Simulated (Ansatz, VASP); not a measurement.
## SbP in VASP and in Ansatz

Contents of INCAR:

```
SYSTEM = SbP
ALGO = Normal ; EDIFF = 1E-6
ENCUT = 520 ; GGA = PE
ISIF = 2 ; ISMEAR = -1
LASPH = .TRUE. ; LCHARG = .FALSE.
LREAL = .FALSE. ; LWAVE = .FALSE.
NBANDS = 12 ; NELM = 80
PREC = Accurate ; SIGMA = 0.05
```

File KPOINTS:

```
k-points
0
G
  11 11 11
  0 0 0
```

The input POSCAR:

```
SbP
1.0
    0.0000000000      2.7988206053      2.7988206053
    2.7988206053      0.0000000000      2.7988206053
    2.7988206053      2.7988206053      0.0000000000
Sb P
1 1
Direct
    0.0000000000      0.0000000000      0.0000000000
    0.5000000000      0.5000000000      0.5000000000
```

Input for Ansatz:

```yaml
crystal:
  lattice:
    - [0.0, 2.7988206053, 2.7988206053]
    - [2.7988206053, 0.0, 2.7988206053]
    - [2.7988206053, 2.7988206053, 0.0]
  atoms:
    - { symbol: Sb, position: [0.0, 0.0, 0.0] }
    - { symbol: P, position: [0.5, 0.5, 0.5] }
kpoints:
  mp_grid: { grid: [11, 11, 11] }
scf:
  occupations: { method: fermi_dirac, width: 0.05 }
hamiltonian:
  xc: pbe
  pseudopotentials: { kind: all_electron, lapw: { basis_error: 0.0005 } }
output:
  forces: true
  stress: true
  eigenvalues: true
```

Change from the starting cell: volume scaled by 0.98.

Alike in both runs: task single point; functional PBE; k mesh 11 × 11 × 11; occupations fermi-dirac, width 0.05 eV; no spin polarisation.

|  | VASP | Ansatz |
| --- | --- | --- |
| version | VASP 6.6.1 | Ansatz 0.2.0 |
| potentials or method | VASP PAW PBE potentials, release 64 (Sb, P), cutoff 520 eV | all-electron LAPW, scalar-relativistic |

|  | VASP | Ansatz | Ansatz less VASP |
| --- | --- | --- | --- |
| pressure (GPa) | 1.5 | 1.6 | +0.11 |

Ansatz ran all-electron here, and VASP with PAW potentials.

Spin-orbit coupling is off throughout.
